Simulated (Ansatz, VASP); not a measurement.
**BP: VASP beside Ansatz**

```
B P
1.0
     0.00000    2.00534    2.00534
     2.00534    0.00000    2.00534
     2.00534    2.00534    0.00000
B P
1 1
Direct
  0.00000 0.00000 0.00000
  0.50000 0.50000 0.50000
```

Change from the starting cell: volume scaled by 0.8, PAW files.

Alike in both runs: task single point; functional PBE; k mesh 17 × 17 × 17; occupations fermi-dirac, width 0.08 eV; no spin polarisation.

|  | VASP | Ansatz |
| --- | --- | --- |
| version | VASP 6.6.1 | Ansatz 0.2.0 |
| potentials or method | VASP PAW PBE potentials, release 64 (B, P) | PAW with Ansatz's default frozen-core files, scalar-relativistic |
| plane-wave cutoff (eV) | 520 | 420 |
| valence electrons in the cell | 8 | 8 |

|  | VASP | Ansatz | Ansatz less VASP |
| --- | --- | --- | --- |
| pressure (GPa) | 53.8 | 54.2 | +0.46 |

Both programs put the cell under a high pressure, so it lies far from rest at this level.
